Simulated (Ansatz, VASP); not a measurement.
TiB in VASP and in Ansatz

```
CELL_PARAMETERS angstrom
2.42719 2.42719 0.00000
-2.42719 2.42719 0.00000
0.00000 0.00000 4.85437
ATOMIC_POSITIONS crystal
Ti 0.50000 0.00000 0.25000
Ti 0.00000 0.50000 0.75000
B 0.00000 0.00000 0.00000
B 0.50000 0.50000 0.50000
```

Change from the starting cell: equal strain along all axes, cell held, atoms relaxed: -2.0 %.

Alike in both runs: task single point; functional r2SCAN; k mesh 16 × 16 × 10; occupations gaussian, width 0.1 eV; no spin polarisation.

|  | VASP | Ansatz |
| --- | --- | --- |
| version | VASP 6.6.1 | Ansatz 0.2.0 |
| potentials or method | VASP PAW PBE potentials, release 64 (Ti_sv, B), cutoff 520 eV | scalar-relativistic, plane waves, PAW |
| valence electrons in the cell | 30 | 30 |

VASP gave:

| Property | Result |
| --- | --- |
| gap on the k mesh at the Fermi level (eV) | none |
| pressure (GPa) | 7.4 |

Task: Which values does Ansatz return?

Result: gap on the k mesh at the Fermi level (eV): none; pressure (GPa): 7.1.

VASP's potentials were made for PBE, not for r2SCAN. A gap of «none» marks a metal or a gap that the smearing closes. The functional is the same, so the differences come from potentials, cutoffs and numerics.
